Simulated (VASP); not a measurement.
Hf:

```
CELL_PARAMETERS angstrom
3.19670 0.00000 0.00000
-1.59835 2.76842 0.00000
0.00000 0.00000 5.05780
ATOMIC_POSITIONS crystal
Hf 0.33333 0.66667 0.25000
Hf 0.66667 0.33333 0.75000
```

Base run:

```yaml
Program: VASP 6.6.1
Functional: PBE
Potentials_or_basis: VASP PAW PBE potentials, release 64 (Hf_pv)
Cutoff: 520 eV
k_mesh: 13 × 13 × 7
Occupations: fermi-dirac, width 0.05 eV
Spin: no spin polarisation
```

Its results: band gap on the k mesh zero (bands 10 and 11 overlap by 1.58 eV); pressure 0.3 GPa.

Question: After a change of settings the same cell gave: band gap on the k mesh zero (bands 10 and 11 overlap by 1.55 eV); pressure -4.1 GPa. Which change was it?
A. further incar settings from ALGO = Normal; EDIFF = 1e-08; NBANDS = 17 to ALGO = Normal; EDIFF = 1e-06; NBANDS = 17
B. functional from PBE to r2SCAN
C. functional from PBE to LDA; potentials or basis from VASP PAW PBE potentials, release 64 (Hf_pv) to VASP PAW LDA potentials, release 64 (Hf_pv)
D. functional from PBE to PBEsol

Answer: D.

PBEsol binds more tightly than PBE, so the same cell stands under less pressure.

Caveats: spin-orbit coupling is left out, which moves the levels of the heavy elements; the cell stands under tension (at least some runs); the PAW data sets were made with another functional, which shifts forces and pressure a little (at least some runs).
